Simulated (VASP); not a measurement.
# Ti (Pm-3m) in VASP: further runs, part 2 of 2

VASP 6.6.1. The steps go on from the part before.

### Step 4. Relaxation of cell and atoms, PBEsol, target pressure 20 GPa, at which the enthalpy is minimised

This run uses another cell than the first one, of 19.47 Å³/atom, 1.120 times its volume.

INCAR

```
SYSTEM = Ti
  PREC = Accurate
  ENCUT = 600
  EDIFF = 1E-6
  ISMEAR = 1
  SIGMA = 0.1
  LREAL = .False.
  LASPH = .True.
  NELM = 80
  ALGO = Normal
  ISIF = 3
  LWAVE = .False.
  LCHARG = .False.
  GGA = PS
  IBRION = 2
  NSW = 80
  EDIFFG = -0.03
  PSTRESS = 200.0
```

KPOINTS

```
regular mesh
0
Gamma
  9 9 9
  0 0 0
```

POSCAR

```
Ti
1.0
    2.6900000000      0.0000000000      0.0000000000
    0.0000000000      2.6900000000      0.0000000000
    0.0000000000      0.0000000000      2.6900000000
Ti
1
Direct
    0.0000000000      0.0000000000      0.0000000000
```

Potentials or basis: VASP PAW PBE potentials, release 64 (Ti_sv).

Command:

```console
> cat potpaw_PBE.64/Ti_sv/POTCAR > POTCAR
> mpirun -np 1 vasp_std > vasp.out
```

OUTCAR:

```text
SYSTEM = Ti
   PREC = Accurate
   ENCUT = 600
   EDIFF = 1E-6
   ISMEAR = 1
   LREAL = .False.
   LASPH = .True.
   NELM = 80
   ISIF = 3
   GGA = PS
   IBRION = 2
   NSW = 80
   EDIFFG = -0.03
   PSTRESS = 200.0

 ion  position               nearest neighbor table
   1  0.000  0.000  0.000-

  LATTYP: Found a simple cubic cell.
 ALAT       =     2.6900000000

  Lattice vectors:

 A1 = (   2.6900000000,   0.0000000000,   0.0000000000)
 A2 = (   0.0000000000,   2.6900000000,   0.0000000000)
 A3 = (   0.0000000000,   0.0000000000,   2.6900000000)

Analysis of symmetry for initial positions (statically):
=====================================================================
 Subroutine PRICEL returns:
 Original cell was already a primitive cell.

 Routine SETGRP: Setting up the symmetry group for a
 simple cubic supercell.

 Subroutine GETGRP returns: Found 48 space group operations
 (whereof 48 operations were pure point group operations)
 out of a pool of 48 trial point group operations.

The static configuration has the point symmetry O_h .

Analysis of symmetry for dynamics (positions and initial velocities):
=====================================================================
 Subroutine PRICEL returns:
 Original cell was already a primitive cell.

 Routine SETGRP: Setting up the symmetry group for a
 simple cubic supercell.

 Subroutine GETGRP returns: Found 48 space group operations
 (whereof 48 operations were pure point group operations)
 out of a pool of 48 trial point group operations.

The dynamic configuration has the point symmetry O_h .

 Subroutine INISYM returns: Found 48 space group operations
 (whereof 48 operations are pure point group operations),
 and found     1 'primitive' translations

----------------------------------------------------------------------------------------

                                     Primitive cell

  volume of cell :      19.4651

  direct lattice vectors                    reciprocal lattice vectors
     2.690000000  0.000000000  0.000000000     0.371747212  0.000000000  0.000000000
     0.000000000  2.690000000  0.000000000     0.000000000  0.371747212  0.000000000
     0.000000000  0.000000000  2.690000000     0.000000000  0.000000000  0.371747212

  length of vectors
     2.690000000  2.690000000  2.690000000     0.371747212  0.371747212  0.371747212

  position of ions in fractional coordinates (direct lattice)
     0.000000000  0.000000000  0.000000000

  ion indices of the primitive-cell ions
   primitive index   ion index
                 1           1

----------------------------------------------------------------------------------------

 KPOINTS: regular mesh

Automatic generation of k-mesh.
 Grid dimensions read from file:
 generate k-points for:    9    9    9

 Generating k-lattice:

  Cartesian coordinates                     Fractional coordinates (reciprocal lattice)
     0.041305246  0.000000000  0.000000000     0.111111111  0.000000000  0.000000000
     0.000000000  0.041305246  0.000000000     0.000000000  0.111111111  0.000000000
     0.000000000  0.000000000  0.041305246     0.000000000  0.000000000  0.111111111

  Length of vectors
     0.041305246  0.041305246  0.041305246

  Shift w.r.t. Gamma in fractional coordinates (k-lattice)
     0.000000000  0.000000000  0.000000000

 Subroutine IBZKPT returns following result:
 ===========================================

 Found     35 irreducible k-points:

 Following reciprocal coordinates:
            Coordinates               Weight
  0.000000  0.000000  0.000000      1.000000
  0.111111  0.000000  0.000000      6.000000
  0.222222  0.000000  0.000000      6.000000
  0.333333  0.000000  0.000000      6.000000
  0.444444  0.000000  0.000000      6.000000
  0.111111  0.111111  0.000000     12.000000
[... 16 lines left out ...]
  0.333333  0.333333  0.111111     24.000000
  0.444444  0.333333  0.111111     48.000000
 [... further k-points ...]
   k-points           NKPTS =     35   k-points in BZ     NKDIM =     35   number of bands    NBANDS=     10
   number of dos      NEDOS =    301   number of ions     NIONS =      1
   total plane-waves  NPLWV =  13824
   dimension x,y,z NGX =    24 NGY =   24 NGZ =   24
   dimension x,y,z NGXF=    48 NGYF=   48 NGZF=   48
   ions per type =               1
   NGX,Y,Z   is equivalent  to a cutoff of  14.83, 14.83, 14.83 a.u.
   NGXF,Y,Z  is equivalent  to a cutoff of  29.66, 29.66, 29.66 a.u.
 SYSTEM =  Ti
   PREC   = accura    normal or accurate (medium, high low for compatibility)
   ISTART =      0    job   : 0-new  1-cont  2-samecut
   ICHARG =      2    charge: 1-file 2-atom 10-const
   ISPIN  =      1    spin polarized calculation?
   LNONCOLLINEAR =      F non collinear calculations
   LSORBIT =      F    spin-orbit coupling
   LASPH  =      T    aspherical Exc in radial PAW
   ENCUT  =  600.0 eV  44.10 Ry    6.64 a.u.   5.37  5.37  5.37*2*pi/ulx,y,z
   NELM   =     80;   NELMIN=  2; NELMDL= -5     # of ELM steps
   EDIFF  = 0.1E-05   stopping-criterion for ELM
   LREAL  =      F    real-space projection
   EDIFFG = -.3E-01   stopping-criterion for IOM
   NSW    =     80    number of steps for IOM
   IBRION =      2    ionic relax: 0-MD 1-quasi-New 2-CG
   NFREE  =      1    steps in history (QN), initial steepest desc. (CG)
   ISIF   =      3    stress and relaxation
   ISYM   =      2    0-nonsym 1-usesym 2-fastsym
   POTIM  = 0.5000    time-step for ionic-motion
   TEBEG  =    0.0;   TEEND  =   0.0 temperature during run
   PSTRESS=  200.0 pullay stress
   NELECT =      12.0000    total number of electrons
   NUPDOWN=      -1.0000    fix difference up-down
   EMIN   =  10.00;   EMAX   =-10.00  energy-range for DOS
   EFERMI =   0.00;   METHOD = LEGACY
   ISMEAR =     1;   SIGMA  =   0.10  broadening in eV -4-tet -1-fermi 0-gaus
   EFERMI_NEDOS =   21; number of points for ismear=-14 and -15
   IALGO  =     38    algorithm
   IMIX   =      4    mixing-type and parameters
     AMIX     =   0.40;   BMIX     =  1.00
     AMIX_MAG =   1.60;   BMIX_MAG =  1.00
  volume/ion in A,a.u.               =      19.47       131.36
  Fermi-wavevector in a.u.,A,eV,Ry     =   1.393316  2.632986 26.413392  1.941330
  Thomas-Fermi vector in A             =   2.516974
   LORBIT       =      0    0 simple, 1 ext, 2 COOP (PROOUT), +10 PAW based schemes
   GGA     = PS    functional components
   LHFCALC =     F    Hartree Fock is set to
   AEXX    =    0.0000 exact exchange contribution
   IVDW    =     0    specifies the selected vdW correction
   LEPSILON=     F    determine dielectric tensor
   LRPA    =     F    only Hartree local field effects (RPA)
 conjugate gradient relaxation of ions
 non-spin polarized calculation
 Methfessel and Paxton  Order N= 1 SIGMA  =   0.10
  energy-cutoff  :      600.00
  volume of cell :       19.47
 maximum number of plane-waves:       666
 NGX is ok and might be reduce to    24
   NGX = 11   NGY = 11   NGZ = 11

--------------------------------------- Ionic step        1  -------------------------------------------

 number of electron      12.0000000 magnetization

 Free energy of the ion-electron system (eV)
  ---------------------------------------------------
  ext. energy  EPLUGINS =         0.00000000
  ---------------------------------------------------
  free energy    TOTEN  =        -7.46637379 eV

  energy without entropy =       -7.46588333  energy(sigma->0) =       -7.46621030

------------------------ aborting loop because EDIFF is reached ----------------------------------------

  FORCE on cell =-STRESS in cart. coord.  units (eV):
  Direction    XX          YY          ZZ          XY          YZ          ZX
  --------------------------------------------------------------------------------------
  -------------------------------------------------------------------------------------
  Total       -0.9672519     -0.9672519     -0.9672519      0.0000000     -0.0000000     -0.0000000
  in kB      -79.6147113    -79.6147113    -79.6147113      0.0000000     -0.0000000     -0.0000000
  external PRESSURE =    -279.6147113 kB  Pullay stress =     200.0000000 kB
[... 24 lines left out ...]
--------------------------------------- Ionic step        2  -------------------------------------------

 number of electron      12.0000002 magnetization

 E-fermi :  13.1589     XC(G=0): -13.7234

 val. band max:       13.1478233570   @ k =   0.4444   0.1111   0.0000
 cond. band min:      13.1906818213   @ k =   0.4444   0.4444   0.0000
 fundamental gap:      0.0428584644
 Fermi energy:        13.1588950372

 k-point     1 :       0.0000    0.0000    0.0000
  band No.  band energies     occupation
      1     -43.1799      2.00000
      2     -17.6368      2.00000
      3     -17.6368      2.00000
      4     -17.6368      2.00000
      5       6.9568      2.00000
      6      10.5097      2.00000
      7      10.5097      2.00000
      8      19.6707      0.00000
      9      19.6707      0.00000
     10      19.6707      0.00000
[... 446 lines left out ...]
--------------------------------------- Ionic step        6  -------------------------------------------

 number of electron      12.0000002 magnetization

 Free energy of the ion-electron system (eV)
  ---------------------------------------------------
  ext. energy  EPLUGINS =         0.00000000
  ---------------------------------------------------
  free energy    TOTEN  =        -7.37888996 eV

  energy without entropy =       -7.37695614  energy(sigma->0) =       -7.37824535

 E-fermi :   9.9299     XC(G=0): -12.3399

 val. band max:        9.7164958139   @ k =   0.4444   0.4444   0.0000
 cond. band min:       9.9357126697   @ k =   0.4444   0.3333   0.1111
 fundamental gap:      0.2192168558
 Fermi energy:         9.9298724699

 k-point     1 :       0.0000    0.0000    0.0000
  band No.  band energies     occupation
      1     -46.3277      2.00000
      2     -21.7706      2.00000
      3     -21.7706      2.00000
      4     -21.7706      2.00000
      5       3.7055      2.00000
      6       8.0333      2.00000
      7       8.0333      2.00000
      8      14.8277      0.00000
      9      14.8277      0.00000
     10      14.8277      0.00000
[... 331 lines left out ...]
  energy  without entropy=       -7.3769561353  energy(sigma->0) =       -7.37824535

  enthalpy is  TOTEN    =        -5.5398596254 eV   P V=        1.8390303326

 reached required accuracy - stopping structural energy minimisation
```

It took 21 s on 1 thread of Intel Xeon 6975P-C, shared host; peak memory 0.15 GiB.

Results:

| Property | Result |
| --- | --- |
| Free energy | -7.3789 eV |
| Relaxed volume | 14.73 Å³/atom |
| Relaxed cell | a = 2.451 Å, b = 2.451 Å, c = 2.451 Å, α = 90.00°, β = 90.00°, γ = 90.00° |
| Space group after relaxing (to 0.05 Å) | Pm-3m (No. 221) |
| Energy change on relaxing (the enthalpy is what falls) | +87.5 meV/atom |
| Ionic steps | 6 |
| Pressure after relaxing | 19.7 GPa |
| Band gap on the k mesh | zero (band 6 reaches 10.38 eV, above the bottom of band 7 at 8.03 eV) |

The path:
```tsv
step	energy change (eV)	largest force (eV/Å)	pressure (GPa)	volume (Å³)
1	0.0000	0.0000	-7.96	19.47
2	1.0168	0.0000	80.10	11.38
3	0.0725	0.0000	18.49	14.86
4	0.0868	0.0000	19.61	14.74
5	0.0975	0.0000	20.45	14.65
6	0.0875	0.0000	19.71	14.73
```

Final structure:
```xyz
1
Lattice="2.4515 0.0000 0.0000 0.0000 2.4515 0.0000 0.0000 0.0000 2.4515" Properties=species:S:1:pos:R:3 pbc="T T T"
Ti    0.0000    2.4515    2.4515
```

Caveat: the cell is relaxed towards a set pressure, so the enthalpy falls and the energy may rise; the volume moved by over 15 % at a fixed basis, so the end points are rough; the PAW data sets were made with another functional, which shifts forces and pressure a little.

### Step 5. Relaxation of cell and atoms, PBEsol, target pressure 40 GPa, at which the enthalpy is minimised

This run uses another cell than the first one, of 19.47 Å³/atom, 1.120 times its volume.

INCAR

```
SYSTEM = Ti
ALGO = Normal
EDIFF = 1E-6
EDIFFG = -0.03
ENCUT = 600
GGA = PS
IBRION = 2
ISIF = 3
ISMEAR = 1
LASPH = .True.
LCHARG = .False.
LREAL = .False.
LWAVE = .False.
NELM = 100
NSW = 80
PREC = Accurate
PSTRESS = 400.0
SIGMA = 0.1
```

KPOINTS

```
k-points
0
Gamma
  9 9 9
  0 0 0
```

POSCAR is that of step 4.

Command:

```console
> cat potpaw_PBE.64/Ti_sv/POTCAR > POTCAR
> mpirun -np 1 vasp_std > vasp.out
```

Run time: 18 s. Hardware: 1 thread of Intel Xeon 6975P-C, shared host; peak memory 0.16 GiB.

Results (log left out):

```
Free energy                                            : -7.0923 eV
Relaxed volume                                         : 13.14 Å³/atom
Relaxed cell                                           : a = 2.360 Å, b = 2.360 Å, c = 2.360 Å, α = 90.00°, β = 90.00°, γ = 90.00°
Space group after relaxing (to 0.05 Å)                 : Pm-3m (No. 221)
Energy change on relaxing (the enthalpy is what falls) : +374.1 meV/atom
Ionic steps                                            : 5
Pressure after relaxing                                : 40.2 GPa
Band gap on the k mesh                                 : zero (band 6 reaches 11.83 eV, above the bottom of band 7 at 9.09 eV)
```

The path:
```
step  energy change (eV)  largest force (eV/Å)  pressure (GPa)  volume (Å³)
   1              0.0000                0.0000           -7.96        19.47
   2              5.9338                0.0000          399.64         7.23
   3              0.2144                0.0000           28.73        13.89
   4              0.3057                0.0000           35.36        13.43
   5              0.3741                0.0000           40.24        13.14
```

Final structure:
```
CELL_PARAMETERS angstrom
2.35980 0.00000 0.00000
0.00000 2.35980 0.00000
0.00000 0.00000 2.35980
ATOMIC_POSITIONS crystal
Ti 0.00000 0.00000 0.00000
```

Levels at points of the mesh, in eV from the Fermi level:
```
           k point  band 2  band 3  band 4  band 5  band 6  band 7  band 8  band 9  band 10
(0.00, 0.00, 0.00)  -31.31  -31.31  -31.31   -6.26   -2.19   -2.19    5.58    5.58     5.58
```

Caveat: the cell is relaxed towards a set pressure, so the enthalpy falls and the energy may rise; the volume moved by over 15 % at a fixed basis, so the end points are rough; the PAW data sets were made with another functional, which shifts forces and pressure a little.

### Step 6. Relaxation of cell and atoms, PBEsol, target pressure 60 GPa, at which the enthalpy is minimised

This run uses another cell than the first one, of 19.47 Å³/atom, 1.120 times its volume.

INCAR

```
ALGO = Normal
EDIFF = 1E-6
EDIFFG = -0.03
ENCUT = 600
GGA = PS
IBRION = 2
ISIF = 3
ISMEAR = 1
LASPH = T
LCHARG = F
LREAL = F
LWAVE = F
NELM = 60
NSW = 80
PREC = Accurate
PSTRESS = 600.0
SIGMA = 0.1
```

KPOINTS

```
k-points
0
Gamma
  9 9 9
```

POSCAR is that of step 5.

Potentials or basis: VASP PAW PBE potentials, release 64 (Ti_sv).

Command:

```console
> cat potpaw_PBE.64/Ti_sv/POTCAR > POTCAR
> mpirun -np 1 vasp_std > vasp.out
```

OUTCAR:

```text
EDIFF = 1E-6
   EDIFFG = -0.03
   ENCUT = 600
   GGA = PS
   IBRION = 2
   ISIF = 3
   ISMEAR = 1
   LASPH = T
   LREAL = F
   NELM = 60
   NSW = 80
   PREC = Accurate
   PSTRESS = 600.0

 ion  position               nearest neighbor table
   1  0.000  0.000  0.000-

  LATTYP: Found a simple cubic cell.
 ALAT       =     2.6900000000

  Lattice vectors:

 A1 = (   2.6900000000,   0.0000000000,   0.0000000000)
 A2 = (   0.0000000000,   2.6900000000,   0.0000000000)
 A3 = (   0.0000000000,   0.0000000000,   2.6900000000)

Analysis of symmetry for initial positions (statically):
=====================================================================
 Subroutine PRICEL returns:
 Original cell was already a primitive cell.
[... 286 lines left out ...]
 cond. band min:       9.7631743324   @ k =   0.4444   0.3333   0.2222
 fundamental gap:      0.0623969924
 Fermi energy:         9.7044656512

 k-point     1 :       0.0000    0.0000    0.0000
  band No.  band energies     occupation
      1     -46.5524      2.00000
      2     -22.0439      2.00000
      3     -22.0439      2.00000
      4     -22.0439      2.00000
      5       3.5095      2.00000
      6       7.8655      2.00000
      7       7.8655      2.00000
      8      14.5097      0.00000
      9      14.5097      0.00000
     10      14.5097      0.00000
[... 483 lines left out ...]
--------------------------------------- Ionic step        9  -------------------------------------------

 number of electron      11.9999998 magnetization

 Free energy of the ion-electron system (eV)
  ---------------------------------------------------
  ext. energy  EPLUGINS =         0.00000000
  ---------------------------------------------------
  free energy    TOTEN  =        -6.78509239 eV

  energy without entropy =       -6.78505985  energy(sigma->0) =       -6.78508154

 E-fermi :  12.2179     XC(G=0): -13.3592

 val. band max:       12.1766427267   @ k =   0.4444   0.3333   0.2222
 cond. band min:      12.2327308846   @ k =   0.4444   0.4444   0.0000
 fundamental gap:      0.0560881579
 Fermi energy:        12.2179451463

 k-point     1 :       0.0000    0.0000    0.0000
  band No.  band energies     occupation
      1     -43.9958      2.00000
      2     -18.7688      2.00000
      3     -18.7688      2.00000
      4     -18.7688      2.00000
      5       6.0215      2.00000
      6       9.8427      2.00000
      7       9.8427      2.00000
      8      18.3415      0.00000
      9      18.3415      0.00000
     10      18.3415      0.00000
[... 331 lines left out ...]
  energy  without entropy=       -6.7850598499  energy(sigma->0) =       -6.78508154

  enthalpy is  TOTEN    =        -2.2343952772 eV   P V=        4.5506971093

 reached required accuracy - stopping structural energy minimisation
```

CONTCAR:

```text
Ti
   1.00000000000000
     2.2990359059831498    0.0000000000000000   -0.0000000000000000
    -0.0000000000000000    2.2990359059831498   -0.0000000000000000
    -0.0000000000000000   -0.0000000000000000    2.2990359059831498
  Ti
     1
Direct
     0.0000000000000000    0.0000000000000000    0.0000000000000000

  0.00000000E+00  0.00000000E+00  0.00000000E+00
```

Run time: 36 s. Hardware: 1 thread of Intel Xeon 6975P-C, shared host; peak memory 0.17 GiB.

Results:

| Quantity | Value |
| --- | --- |
| Free energy | -6.7851 eV |
| Relaxed volume | 12.15 Å³/atom |
| Relaxed cell | a = 2.299 Å, b = 2.299 Å, c = 2.299 Å, α = 90.00°, β = 90.00°, γ = 90.00° |
| Space group after relaxing (to 0.05 Å) | Pm-3m (No. 221) |
| Energy change on relaxing (the enthalpy is what falls) | +681.3 meV/atom |
| Ionic steps | 9 |
| Pressure after relaxing | 60.0 GPa |
| Band gap on the k mesh | zero (band 6 reaches 12.96 eV, above the bottom of band 7 at 9.84 eV) |

Step by step:
```
step  energy change (eV)  largest force (eV/Å)  pressure (GPa)  volume (Å³)
   1              0.0000                0.0000           -7.96        19.47
   2             24.6611                0.0000         2205.52         4.24
   3             -0.0485                0.0000            3.94        16.66
   4              0.0554                0.0000           17.05        15.01
   5              0.7645                0.0000           65.11        11.94
   6              0.6686                0.0000           59.30        12.19
   7              0.7152                0.0000           61.97        12.06
   8              0.6305                0.0000           57.01        12.29
   9              0.6813                0.0000           59.98        12.15
```

Final structure:
```cif
data_structure
_symmetry_space_group_name_H-M 'P 1'
_symmetry_Int_Tables_number 1
_cell_length_a 2.2990
_cell_length_b 2.2990
_cell_length_c 2.2990
_cell_angle_alpha 90.000
_cell_angle_beta 90.000
_cell_angle_gamma 90.000
_cell_volume 12.15
loop_
_atom_site_label
_atom_site_type_symbol
_atom_site_fract_x
_atom_site_fract_y
_atom_site_fract_z
_atom_site_occupancy
Ti1 Ti 0.00000 0.00000 0.00000 1
```

Caveat: the cell is relaxed towards a set pressure, so the enthalpy falls and the energy may rise; the volume moved by over 15 % at a fixed basis, so the end points are rough; the PAW data sets were made with another functional, which shifts forces and pressure a little.

### Step 7. Summary

| task | cell | cutoff (eV) | gap on the mesh (eV) | pressure (GPa) |
| --- | --- | --- | --- | --- |
| single point | a = 2.590 Å, 1 atom | 520 | none | 0.0 |
| relaxation of cell and atoms | relaxed from a = 2.690 Å, 1 atom | 600 | none | 0.0 |
| relaxation of cell and atoms | relaxed to 20 GPa from a = 2.690 Å, 1 atom | 600 | none | 19.7 |
| relaxation of cell and atoms | relaxed to 40 GPa from a = 2.690 Å, 1 atom | 600 | none | 40.2 |
| relaxation of cell and atoms | relaxed to 60 GPa from a = 2.690 Å, 1 atom | 600 | none | 60.0 |

Alike in all rows: level PBEsol; potentials or basis VASP PAW PBE potentials, release 64 (Ti_sv); no spin polarisation; k mesh 9 × 9 × 9; smearing methfessel-paxton 0.1 eV.

Caveats: the PAW data sets were made with another functional, which shifts forces and pressure a little; the cell is relaxed towards a set pressure, so the enthalpy falls and the energy may rise (some runs); the volume moved by over 15 % at a fixed basis, so the end points are rough (some runs).

Absolute energies hang on the potentials; compare differences alone.
